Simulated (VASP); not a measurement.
Runs of VASP 6.6.1 on As. The structure is that of space group Pm-3m (No. 221), or close to it. The cells are those of the table. 

```csv
cell,gap on the mesh (eV),pressure (GPa)
"a = 2.722 Å, 1 atom",none,0.6
"a = 2.648 Å, 1 atom",none,8.3
"a = 2.739 Å, 1 atom",none,(b)
"a = 2.686 Å, 1 atom",none,3.9
"a = 2.667 Å, 1 atom",none,5.9
"a = 2.757 Å, 1 atom",none,(a)
"a = 2.704 Å, 1 atom",none,2.1
```

Alike in all rows: task single point; level PBE; potentials or basis VASP PAW PBE potentials, release 64 (As); no spin polarisation; k mesh 9 × 9 × 9; cutoff (eV) 520; smearing methfessel-paxton 0.15 eV.

Question: Estimate the missing entries.

Answer: (a) -2.1; (b) -0.8.

A k mesh can miss the band edges, and the runs leave out spin-orbit coupling on As.

A gap of «none» marks levels without a gap at the run's occupations.
